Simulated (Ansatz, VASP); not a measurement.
One calculation of CaB3F4, two programs

```xyz
8
Lattice="-2.8918 2.8918 2.8918 2.8918 -2.8918 2.8918 2.8918 2.8918 -2.8918" Properties=species:S:1:pos:R:3 pbc="T T T"
Ca    0.0000    0.0000    0.0000
B     0.0000    0.0000    2.8918
B     0.0000    2.8918    0.0000
B     2.8918    0.0000    0.0000
F     1.4459    1.4459    1.4459
F     1.4459    1.4459   -1.4459
F     1.4459   -1.4459    1.4459
F    -1.4459    1.4459    1.4459
```

Alike in both runs: functional PBE; k mesh 4 × 4 × 4; occupations gaussian, width 0.1 eV; no spin polarisation.

Ansatz relaxed the structure, and its values are those at the end. VASP's run is a single point on that final structure, the one shown.

```csv
,VASP,Ansatz
version,VASP 6.6.1,Ansatz 0.2.0
potentials or method,"VASP PAW PBE potentials, release 64 (Ca_sv, B, F), cutoff 520 eV","scalar-relativistic, plane waves, PAW"
valence electrons in the cell,47,47
```

```tsv
	VASP	Ansatz	Ansatz less VASP
gap on the k mesh at the Fermi level (eV)	none	none	-
pressure (GPa)	-0.1	0.0	+0.09
```

A gap of «none» marks a metal or a gap that the smearing closes.

The k mesh is coarse, so the values compare programs but aren't converged.
